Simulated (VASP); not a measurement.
# Ag in VASP: notebook

Ag is run at these levels: PBE; tasks: single point.

Everything below comes from runs of VASP 6.6.1. Logs are shortened: lines on timing, memory, paths and dates and some standing lists are left out, and cuts for length are marked.

### Step 1. The cell of the first run

The cell holds a slab with vacuum, 5 atoms: a = 2.933 Å, b = 4.148 Å, c = 21.867 Å, α = 90.00°, β = 90.00°, γ = 90.00°.

### Step 2. Single point, PBE

The input, INCAR:

```
PREC = Accurate
ENCUT = 520
EDIFF = 1E-6
ISMEAR = -1
SIGMA = 0.08
LREAL = False
LASPH = True
NELM = 100
ALGO = Normal
ISIF = 2
LWAVE = False
LCHARG = True
LDIPOL = True
IDIPOL = 3
DIPOL = 0.5 0.5 0.500
GGA = PE
LELF = True
LVHAR = True
LVACPOTAV = True
NBANDS = 36
```

The input, KPOINTS:

```
Automatic mesh
0
Gamma
  14 10 1
```

The input, POSCAR:

```
Ag
1.0
    2.9333909044      0.0000000000      0.0000000000
    0.0000000000      4.1484412008      0.0000000000
    0.0000000000      0.0000000000     21.8668000000
Ag
5
Direct
    0.0000000000      0.0000000000      0.3658518438
    0.5000000000      0.5000000000      0.4329259217
    0.0000000000      0.0000000000      0.5000000000
    0.5000000000      0.5000000000      0.5670740783
    0.0000000000      0.0000000000      0.6341481562
```

Potentials or basis: VASP PAW PBE potentials, release 64 (Ag).

Run with:

```sh
> cat potpaw_PBE.64/Ag/POTCAR > POTCAR
> mpirun -np 1 vasp_std > vasp.out
```

OUTCAR:

```text
PREC = Accurate
   ENCUT = 520
   EDIFF = 1E-6
   ISMEAR = -1
   LREAL = False
   LASPH = True
   NELM = 100
   ISIF = 2
   GGA = PE

 ion  position               nearest neighbor table
   1  0.000  0.000  0.366-   2 2.93   2 2.93   2 2.93   2 2.93   3 2.93
   2  0.500  0.500  0.433-   1 2.93   1 2.93   1 2.93   1 2.93   3 2.93   3 2.93   3 2.93   3 2.93
                             4 2.93
   3  0.000  0.000  0.500-   1 2.93   5 2.93   4 2.93   2 2.93   2 2.93   4 2.93   2 2.93   4 2.93
                             2 2.93   4 2.93
   4  0.500  0.500  0.567-   5 2.93   5 2.93   5 2.93   5 2.93   3 2.93   3 2.93   3 2.93   3 2.93
                             2 2.93
   5  0.000  0.000  0.634-   4 2.93   4 2.93   4 2.93   4 2.93   3 2.93

  LATTYP: Found a simple orthorhombic cell.
 ALAT       =     2.9333909044
 B/A-ratio  =     1.4142135624
 C/A-ratio  =     7.4544446044

  Lattice vectors:

 A1 = (   2.9333909044,   0.0000000000,   0.0000000000)
 A2 = (   0.0000000000,   4.1484412008,   0.0000000000)
 A3 = (   0.0000000000,   0.0000000000,  21.8668000000)

Analysis of symmetry for initial positions (statically):
=====================================================================
 Subroutine PRICEL returns:
 Original cell was already a primitive cell.

 Routine SETGRP: Setting up the symmetry group for a
 simple orthorhombic supercell.

 Subroutine GETGRP returns: Found  8 space group operations
 (whereof  8 operations were pure point group operations)
 out of a pool of  8 trial point group operations.

The static configuration has the point symmetry D_2h.

Analysis of symmetry for dynamics (positions and initial velocities):
=====================================================================
 Subroutine PRICEL returns:
 Original cell was already a primitive cell.

 Routine SETGRP: Setting up the symmetry group for a
 simple orthorhombic supercell.

 Subroutine GETGRP returns: Found  8 space group operations
 (whereof  8 operations were pure point group operations)
 out of a pool of  8 trial point group operations.

The dynamic configuration has the point symmetry D_2h.

 Subroutine INISYM returns: Found  8 space group operations
 (whereof  8 operations are pure point group operations),
 and found     1 'primitive' translations

----------------------------------------------------------------------------------------

                                     Primitive cell

  volume of cell :     266.0971

  direct lattice vectors                    reciprocal lattice vectors
     2.933390904  0.000000000  0.000000000     0.340902400  0.000000000  0.000000000
     0.000000000  4.148441201  0.000000000     0.000000000  0.241054399  0.000000000
     0.000000000  0.000000000 21.866800000     0.000000000  0.000000000  0.045731428
[... 102 lines left out ...]
   NUPDOWN=      -1.0000    fix difference up-down
   EMIN   =  10.00;   EMAX   =-10.00  energy-range for DOS
   EFERMI =   0.00;   METHOD = LEGACY
   ISMEAR =    -1;   SIGMA  =   0.08  broadening in eV -4-tet -1-fermi 0-gaus
   EFERMI_NEDOS =   21; number of points for ismear=-14 and -15
   IALGO  =     38    algorithm
   IMIX   =      4    mixing-type and parameters
     AMIX     =   0.40;   BMIX     =  1.00
     AMIX_MAG =   1.60;   BMIX_MAG =  1.00
  volume/ion in A,a.u.               =      53.22       359.14
  Fermi-wavevector in a.u.,A,eV,Ry     =   0.967941  1.829144 12.747439  0.936910
  Thomas-Fermi vector in A             =   2.097869
   LORBIT       =      0    0 simple, 1 ext, 2 COOP (PROOUT), +10 PAW based schemes
   GGA     = PE    functional components
   LHFCALC =     F    Hartree Fock is set to
   AEXX    =    0.0000 exact exchange contribution
   IVDW    =     0    specifies the selected vdW correction
   LEPSILON=     F    determine dielectric tensor
   LRPA    =     F    only Hartree local field effects (RPA)
 non-spin polarized calculation
  energy-cutoff  :      520.00
  volume of cell :      266.10
 maximum number of plane-waves:      7241
 NGX is ok and might be reduce to    24
   NGX = 11   NGY = 15   NGZ = 81

 dipolmoment           0.000000      0.000000      0.000000 electrons x Angstroem

 number of electron      55.0000023 magnetization

 dipolmoment           0.000000      0.000000     -0.000000 electrons x Angstroem

 Free energy of the ion-electron system (eV)
  ---------------------------------------------------
  ext. energy  EPLUGINS =         0.00000000
  ---------------------------------------------------
  free energy    TOTEN  =       -12.24908349 eV

  energy without entropy =      -12.21548770  energy(sigma->0) =      -12.23228560

 E-fermi :  -0.1492     XC(G=0):  -4.8449

 val. band max:       -0.1685583295   @ k =   0.2857   0.5000   0.0000
 cond. band min:      -0.1400680766   @ k =   0.5000   0.2000   0.0000
 fundamental gap:      0.0284902529
 Fermi energy:        -0.1491590079

 k-point     1 :       0.0000    0.0000    0.0000
  band No.  band energies     occupation
      1      -6.9627      2.00000
      2      -6.0421      2.00000
      3      -5.7835      2.00000
      4      -5.6526      2.00000
      5      -5.5215      2.00000
      6      -5.1019      2.00000
[... 925 lines left out ...]
     35       6.6795      0.00000
     36       7.1228      0.00000

 [... further k-points ...]

------------------------ aborting loop because EDIFF is reached ----------------------------------------

  FORCE on cell =-STRESS in cart. coord.  units (eV):
  Direction    XX          YY          ZZ          XY          YZ          ZX
  --------------------------------------------------------------------------------------
  -------------------------------------------------------------------------------------
  Total       -1.8229550     -2.0664686     -0.8885377     -0.0000000      0.0000000      0.0000000
  in kB      -10.9760587    -12.4422600     -5.3499082     -0.0000000      0.0000000      0.0000000
  external PRESSURE =      -9.5894090 kB  Pullay stress =       0.0000000 kB

 VOLUME and BASIS-vectors are now :
 -----------------------------------------------------------------------------
  energy-cutoff  :      520.00
  volume of cell :      266.10
      direct lattice vectors                 reciprocal lattice vectors
     2.933390904  0.000000000  0.000000000     0.340902400  0.000000000  0.000000000
     0.000000000  4.148441201  0.000000000     0.000000000  0.241054399  0.000000000
     0.000000000  0.000000000 21.866800000     0.000000000  0.000000000  0.045731428

 POSITION                                       TOTAL-FORCE (eV/Angst)
 -----------------------------------------------------------------------------------
      0.00000      0.00000      8.00001         0.000000      0.000000      0.268490
      1.46670      2.07422      9.46670         0.000000     -0.000000     -0.247300
      0.00000      0.00000     10.93340         0.000000      0.000000      0.000000
      1.46670      2.07422     12.40010         0.000000     -0.000000      0.247300
      0.00000      0.00000     13.86679         0.000000      0.000000     -0.268490
 -----------------------------------------------------------------------------------
    total drift:                                0.000000     -0.000000      0.000000

  FREE ENERGIE OF THE ION-ELECTRON SYSTEM (eV)
  ---------------------------------------------------
  free  energy   TOTEN  =       -12.2490834938 eV

  energy  without entropy=      -12.2154877002  energy(sigma->0) =      -12.23228560

 vacuum level on the upper side and lower side of the slab         4.039         4.039
```

Wall time 6.9 min (1 thread of Intel Xeon 6975P-C (Granite Rapids), shared host); peak memory 0.54 GiB.

What came out:

```yaml
Free_energy: -12.2491 eV
Largest_force: 0.268 eV/Å
Band_gap_on_the_k_mesh: zero (an odd number of electrons rules out a gap without spin polarisation)
```

Forces in eV/Å, atoms in the order of the input:
```
Ag   0.000  0.000  0.268
Ag   0.000  0.000 -0.247
Ag   0.000  0.000  0.000
Ag   0.000  0.000  0.247
Ag   0.000  0.000 -0.268
```

### Step 3. Single point, PBE

The input, INCAR:

```
  PREC = Accurate
  ENCUT = 520
  EDIFF = 1E-6
  ISMEAR = -1
  SIGMA = 0.08
  LREAL = False
  LASPH = True
  NELM = 60
  ALGO = Normal
  ISIF = 2
  LWAVE = False
  LCHARG = False
  LDIPOL = True
  IDIPOL = 3
  DIPOL = 0.5 0.5 0.500
  GGA = PE
  NBANDS = 36
```

The input, KPOINTS:

```
regular mesh
0
Gamma
  14 10 1
```

The input, POSCAR:

```
Ag
1.0
    2.9333909044      0.0000000000      0.0000000000
    0.0000000000      4.1484412008      0.0000000000
    0.0000000000      0.0000000000     21.8668000000
Ag
5
Direct
    0.0000000000      0.0000000000      0.3693695523
    0.5000000000      0.5000000000      0.4309424661
    0.0000000000      0.0000000000      0.5000000001
    0.5000000000      0.5000000000      0.5690575337
    0.0000000000      0.0000000000      0.6306304477
```

Potentials or basis: VASP PAW PBE potentials, release 64 (Ag).

Run with:

```sh
> cat potpaw_PBE.64/Ag/POTCAR > POTCAR
> mpirun -np 1 vasp_std > vasp.out
```

OUTCAR:

```text
PREC = Accurate
   ENCUT = 520
   EDIFF = 1E-6
   ISMEAR = -1
   LREAL = False
   LASPH = True
   NELM = 60
   ISIF = 2
   GGA = PE

 ion  position               nearest neighbor table
   1  0.000  0.000  0.369-   3 2.86   2 2.88   2 2.88   2 2.88   2 2.88
   2  0.500  0.500  0.431-   1 2.88   1 2.88   1 2.88   1 2.88   3 2.96   3 2.96   3 2.96   3 2.96
                             4 3.02
   3  0.000  0.000  0.500-   5 2.86   1 2.86   4 2.96   4 2.96   4 2.96   4 2.96   2 2.96   2 2.96
                             2 2.96   2 2.96
   4  0.500  0.500  0.569-   5 2.88   5 2.88   5 2.88   5 2.88   3 2.96   3 2.96   3 2.96   3 2.96
                             2 3.02
   5  0.000  0.000  0.631-   3 2.86   4 2.88   4 2.88   4 2.88   4 2.88

  LATTYP: Found a simple orthorhombic cell.
 ALAT       =     2.9333909044
 B/A-ratio  =     1.4142135624
[... 1146 lines left out ...]
  in kB       -7.9029442     -7.7788331     -0.8207286      0.0000000      0.0000000      0.0000000
  external PRESSURE =      -5.5008353 kB  Pullay stress =       0.0000000 kB

 VOLUME and BASIS-vectors are now :
 -----------------------------------------------------------------------------
  energy-cutoff  :      520.00
  volume of cell :      266.10
      direct lattice vectors                 reciprocal lattice vectors
     2.933390904  0.000000000  0.000000000     0.340902400  0.000000000  0.000000000
     0.000000000  4.148441201  0.000000000     0.000000000  0.241054399  0.000000000
     0.000000000  0.000000000 21.866800000     0.000000000  0.000000000  0.045731428

 POSITION                                       TOTAL-FORCE (eV/Angst)
 -----------------------------------------------------------------------------------
      0.00000      0.00000      8.07693         0.000000      0.000000      0.011717
      1.46670      2.07422      9.42333         0.000000      0.000000      0.009909
      0.00000      0.00000     10.93340         0.000000      0.000000      0.000000
      1.46670      2.07422     12.44347         0.000000      0.000000     -0.009909
      0.00000      0.00000     13.78987         0.000000      0.000000     -0.011717
 -----------------------------------------------------------------------------------
    total drift:                               -0.000000      0.000000      0.000002

  FREE ENERGIE OF THE ION-ELECTRON SYSTEM (eV)
  ---------------------------------------------------
  free  energy   TOTEN  =       -12.2815862295 eV

  energy  without entropy=      -12.2473421821  energy(sigma->0) =      -12.26446421

 vacuum level on the upper side and lower side of the slab         3.954         3.954
```

It took 7.3 min on 1 thread of Intel Xeon 6975P-C (Granite Rapids), shared host; peak memory 0.54 GiB.

Results:

| Item | Value |
| --- | --- |
| Free energy | -12.2816 eV |
| Largest force | 0.012 eV/Å |
| Band gap on the k mesh | zero (an odd number of electrons rules out a gap without spin polarisation) |

Forces on the atoms (eV/Å):
```
Ag   0.000  0.000  0.012
Ag   0.000  0.000  0.010
Ag   0.000  0.000  0.000
Ag   0.000  0.000 -0.010
Ag   0.000  0.000 -0.012
```
